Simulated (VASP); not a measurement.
# InP (gw) (F-43m) in VASP: single point with PBE

Aim: the single point of InP (gw) with PBE.

Program: VASP 6.6.1. These are calculated values, not measurements. Logs are shortened: lines on timing, memory, paths and dates and some standing lists are left out, and cuts for length are marked.

## 1. The cell of the first run

Symmetry: F-43m, No. 216, cubic system. The conventional cell has a = 5.960 Å, b = 5.960 Å, c = 5.960 Å, α = 90.00°, β = 90.00°, γ = 90.00°. In (site symmetry -43m) has 4 P at 2.58 Å within 3.4 Å. Within 3.4 Å of P (site symmetry -43m) lie 4 In at 2.58 Å.

## 2. Single point, PBE

Input file INCAR:

```
PREC = Accurate
ENCUT = 500
EDIFF = 1E-6
ISMEAR = 0
SIGMA = 0.01
LREAL = False
LASPH = True
NELM = 120
ALGO = Normal
ISIF = 2
LWAVE = False
LCHARG = True
GGA = PE
LELF = True
LVHAR = True
NBANDS = 16
GGA_COMPAT = False
```

Input file KPOINTS:

```
regular mesh
0
Gamma
  4 4 4
```

Input file POSCAR:

```
InP
1.0
    0.0000000000      2.9798940533      2.9798940533
    2.9798940533      0.0000000000      2.9798940533
    2.9798940533      2.9798940533      0.0000000000
In P
1 1
Direct
    0.0000000000      0.0000000000      0.0000000000
    0.7500000000      0.7500000000      0.7500000000
```

Potentials or basis: VASP PAW PBE potentials, release 64 (In_d, P).

The run is started by

```sh
cat potpaw_PBE.64/In_d/POTCAR potpaw_PBE.64/P/POTCAR > POTCAR
mpirun -np 1 vasp_std > vasp.out
```

OUTCAR:

```text
PREC = Accurate
   ENCUT = 500
   EDIFF = 1E-6
   ISMEAR = 0
   LREAL = False
   LASPH = True
   NELM = 120
   ISIF = 2
   GGA = PE

 ion  position               nearest neighbor table
   1  0.000  0.000  0.000-   2 2.58   2 2.58   2 2.58   2 2.58
   2  0.750  0.750  0.750-   1 2.58   1 2.58   1 2.58   1 2.58

  LATTYP: Found a face centered cubic cell.
 ALAT       =     5.9597881066

  Lattice vectors:

 A1 = (   0.0000000000,   2.9798940533,   2.9798940533)
 A2 = (   2.9798940533,   0.0000000000,   2.9798940533)
 A3 = (   2.9798940533,   2.9798940533,   0.0000000000)

Analysis of symmetry for initial positions (statically):
=====================================================================
 Subroutine PRICEL returns:
 Original cell was already a primitive cell.

 Routine SETGRP: Setting up the symmetry group for a
 face centered cubic supercell.

 Subroutine GETGRP returns: Found 24 space group operations
 (whereof 24 operations were pure point group operations)
 out of a pool of 48 trial point group operations.

The static configuration has the point symmetry T_d .

Analysis of symmetry for dynamics (positions and initial velocities):
=====================================================================
 Subroutine PRICEL returns:
 Original cell was already a primitive cell.

 Routine SETGRP: Setting up the symmetry group for a
 face centered cubic supercell.

 Subroutine GETGRP returns: Found 24 space group operations
 (whereof 24 operations were pure point group operations)
 out of a pool of 48 trial point group operations.

The dynamic configuration has the point symmetry T_d .

 Subroutine INISYM returns: Found 24 space group operations
 (whereof 24 operations are pure point group operations),
 and found     1 'primitive' translations

----------------------------------------------------------------------------------------

                                     Primitive cell

  volume of cell :      52.9215

  direct lattice vectors                    reciprocal lattice vectors
     0.000000000  2.979894053  2.979894053    -0.167791200  0.167791200  0.167791200
     2.979894053  0.000000000  2.979894053     0.167791200 -0.167791200  0.167791200
     2.979894053  2.979894053  0.000000000     0.167791200  0.167791200 -0.167791200

  length of vectors
[... 56 lines left out ...]
   PREC   = accura    normal or accurate (medium, high low for compatibility)
   ISTART =      0    job   : 0-new  1-cont  2-samecut
   ICHARG =      2    charge: 1-file 2-atom 10-const
   ISPIN  =      1    spin polarized calculation?
   LNONCOLLINEAR =      F non collinear calculations
   LSORBIT =      F    spin-orbit coupling
   LASPH  =      T    aspherical Exc in radial PAW
   ENCUT  =  500.0 eV  36.75 Ry    6.06 a.u.   7.68  7.68  7.68*2*pi/ulx,y,z
   NELM   =    120;   NELMIN=  2; NELMDL= -5     # of ELM steps
   EDIFF  = 0.1E-05   stopping-criterion for ELM
   LREAL  =      F    real-space projection
[... 7 lines left out ...]
   TEBEG  =    0.0;   TEEND  =   0.0 temperature during run
   PSTRESS=    0.0 pullay stress
   NELECT =      18.0000    total number of electrons
   NUPDOWN=      -1.0000    fix difference up-down
   EMIN   =  10.00;   EMAX   =-10.00  energy-range for DOS
   EFERMI =   0.00;   METHOD = LEGACY
   ISMEAR =     0;   SIGMA  =   0.01  broadening in eV -4-tet -1-fermi 0-gaus
   EFERMI_NEDOS =   21; number of points for ismear=-14 and -15
   IALGO  =     38    algorithm
   IMIX   =      4    mixing-type and parameters
     AMIX     =   0.40;   BMIX     =  1.00
     AMIX_MAG =   1.60;   BMIX_MAG =  1.00
  volume/ion in A,a.u.               =      26.46       178.57
  Fermi-wavevector in a.u.,A,eV,Ry     =   1.142760  2.159502 17.767839  1.305899
  Thomas-Fermi vector in A             =   2.279457
   LORBIT       =      0    0 simple, 1 ext, 2 COOP (PROOUT), +10 PAW based schemes
   GGA     = PE    functional components
   LHFCALC =     F    Hartree Fock is set to
   AEXX    =    0.0000 exact exchange contribution
   IVDW    =     0    specifies the selected vdW correction
   LEPSILON=     F    determine dielectric tensor
   LRPA    =     F    only Hartree local field effects (RPA)
 non-spin polarized calculation
 Gauss-broadening in eV      SIGMA  =   0.01
  energy-cutoff  :      500.00
  volume of cell :       52.92
 maximum number of plane-waves:      1363
 NGX is ok and might be reduce to    32
   NGX = 15   NGY = 15   NGZ = 15

 number of electron      18.0000005 magnetization

 Free energy of the ion-electron system (eV)
  ---------------------------------------------------
  ext. energy  EPLUGINS =         0.00000000
  ---------------------------------------------------
  free energy    TOTEN  =        -8.30021575 eV

  energy without entropy =       -8.30021575  energy(sigma->0) =       -8.30021575

 E-fermi :   4.8089     XC(G=0):  -9.0424

 val. band max:        4.7003840049   @ k =   0.0000   0.0000   0.0000
 cond. band min:       5.1233719903   @ k =   0.0000   0.0000   0.0000
 fundamental gap:      0.4229879854
 Fermi energy:         4.8089126610

 k-point     1 :       0.0000    0.0000    0.0000
  band No.  band energies     occupation
      1      -9.4458      2.00000
      2      -9.4458      2.00000
      3      -9.4458      2.00000
      4      -9.3194      2.00000
      5      -9.3194      2.00000
      6      -6.4902      2.00000
[... 129 lines left out ...]
      3      -9.3652      2.00000
      4      -9.3358      2.00000
      5      -9.3064      2.00000
      6      -4.2560      2.00000
[... 8 lines left out ...]
     15      15.7925      0.00000
     16      16.4900      0.00000

------------------------ aborting loop because EDIFF is reached ----------------------------------------

  FORCE on cell =-STRESS in cart. coord.  units (eV):
  Direction    XX          YY          ZZ          XY          YZ          ZX
  --------------------------------------------------------------------------------------
  -------------------------------------------------------------------------------------
  Total        0.0248503      0.0248503      0.0248503     -0.0000000      0.0000000     -0.0000000
  in kB        0.7523313      0.7523313      0.7523313     -0.0000000      0.0000000     -0.0000000
  external PRESSURE =       0.7523313 kB  Pullay stress =       0.0000000 kB

 VOLUME and BASIS-vectors are now :
 -----------------------------------------------------------------------------
  energy-cutoff  :      500.00
  volume of cell :       52.92
      direct lattice vectors                 reciprocal lattice vectors
     0.000000000  2.979894053  2.979894053    -0.167791200  0.167791200  0.167791200
     2.979894053  0.000000000  2.979894053     0.167791200 -0.167791200  0.167791200
     2.979894053  2.979894053  0.000000000     0.167791200  0.167791200 -0.167791200

 POSITION                                       TOTAL-FORCE (eV/Angst)
 -----------------------------------------------------------------------------------
      0.00000      0.00000      0.00000         0.000000      0.000000      0.000000
      4.46984      4.46984      4.46984        -0.000000     -0.000000      0.000000
 -----------------------------------------------------------------------------------
    total drift:                                0.000000      0.000000      0.000000

  FREE ENERGIE OF THE ION-ELECTRON SYSTEM (eV)
  ---------------------------------------------------
  free  energy   TOTEN  =        -8.3002157466 eV

  energy  without entropy=       -8.3002157466  energy(sigma->0) =       -8.30021575
```

Run time: 17 s. Hardware: 1 thread of Intel Xeon 8259CL, shared host; peak memory 0.17 GiB.

What came out:

- Free energy: -8.3002 eV
- Pressure: 0.1 GPa
- Band gap on the k mesh: 0.42 eV, direct

Caveat: the k points lie up to 0.46 Å⁻¹ apart; spin-orbit coupling is left out, which moves the levels of the heavy elements. As with any semilocal functional, this PBE gap is likely too small.
